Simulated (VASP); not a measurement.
Here is a VASP 6.6.1 calculation.

INCAR

```
SYSTEM = NaI
  PREC = Accurate
  ENCUT = 520
  EDIFF = 1E-6
  ISMEAR = -1
  SIGMA = 0.02
  LREAL = .False.
  LASPH = .True.
  NELM = 100
  ALGO = Normal
  ISIF = 2
  LWAVE = .False.
  LCHARG = .False.
  GGA = PE
  NBANDS = 14
```

The input KPOINTS:

```
regular mesh
0
Gamma
  8 8 8
  0 0 0
```

POSCAR

```
NaI
1.0
    0.0000000000      3.2296282834      3.2296282834
    3.2296282834      0.0000000000      3.2296282834
    3.2296282834      3.2296282834      0.0000000000
Na I
1 1
Direct
    0.0000000000      0.0000000000      0.0000000000
    0.5000000000      0.5000000000      0.5000000000
```

Potentials or basis: VASP PAW PBE potentials, release 64 (Na_pv, I).

Launch:

```console
$ cat potpaw_PBE.64/Na_pv/POTCAR potpaw_PBE.64/I/POTCAR > POTCAR
$ mpirun -np 1 vasp_std > vasp.out
```

Q: Predict the pressure.

A: 0.6 GPa.

Q: What does it give for the band gap on the k mesh?

A: 3.66 eV.

Caveat: spin-orbit coupling is left out, which moves the levels of the heavy elements.
